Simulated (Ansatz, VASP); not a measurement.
**Two plane-wave programs on Mg**

Contents of INCAR:

```
SYSTEM = Mg
ALGO = Normal
EDIFF = 1E-6
ENCUT = 520
GGA = RE
ISIF = 2
ISMEAR = -1
LASPH = .True.
LCHARG = .False.
LREAL = .False.
LWAVE = .False.
NBANDS = 7
NELM = 80
PREC = Accurate
SIGMA = 0.1
```

The input KPOINTS:

```
k-points
0
Gamma
  12 12 12
  0 0 0
```

Contents of POSCAR:

```
Mg
1.0
    3.0479767648      0.0000000000      0.0000000000
    0.0000000000      3.0479767648      0.0000000000
    0.0000000000      0.0000000000      3.0479767648
Mg
1
Direct
    0.0000000000      0.0000000000      0.0000000000
```

Input for Ansatz:

```yaml
crystal:
  lattice:
    - [3.0479767648, 0.0, 0.0]
    - [0.0, 3.0479767648, 0.0]
    - [0.0, 0.0, 3.0479767648]
  atoms:
    - { symbol: Mg, position: [0.0, 0.0, 0.0] }
hamiltonian:
  xc: revpbe
  pseudopotentials:
    kind: paw
    azcp:
      Mg: "pseudopotentials/Mg.paw.azcp"
basis:
  ecutwfc: 420
  fft_grid_basis: typed
kpoints:
  mp_grid: { grid: [12, 12, 12], shift: [0, 0, 0] }
magnetization:
  spin_polarized: false
scf:
  occupations: { method: fermi_dirac, width: 0.1 }
  lower_state_search: "off"
output:
  stress: true
```

Alike in both runs: task single point; functional revPBE; k mesh 12 × 12 × 12; occupations fermi-dirac, width 0.1 eV; no spin polarisation.

|  | VASP | Ansatz |
| --- | --- | --- |
| version | VASP 6.6.1 | Ansatz 0.2.0 |
| potentials or method | VASP PAW PBE potentials, release 64 (Mg), cutoff 520 eV | plane waves (420 eV) with PAW, scalar-relativistic |
| valence electrons in the cell | 2 | 10 |

Ansatz gave:

| Property | Result |
| --- | --- |
| pressure (GPa) | 0.1 |

Task: Estimate VASP's values.

Result: Pressure (GPa): 0.0.

VASP's potentials were made for PBE, not for revPBE. VASP's potentials hold 2 valence electrons a cell and Ansatz's 10, so a difference there can come from the potentials and not from the codes.
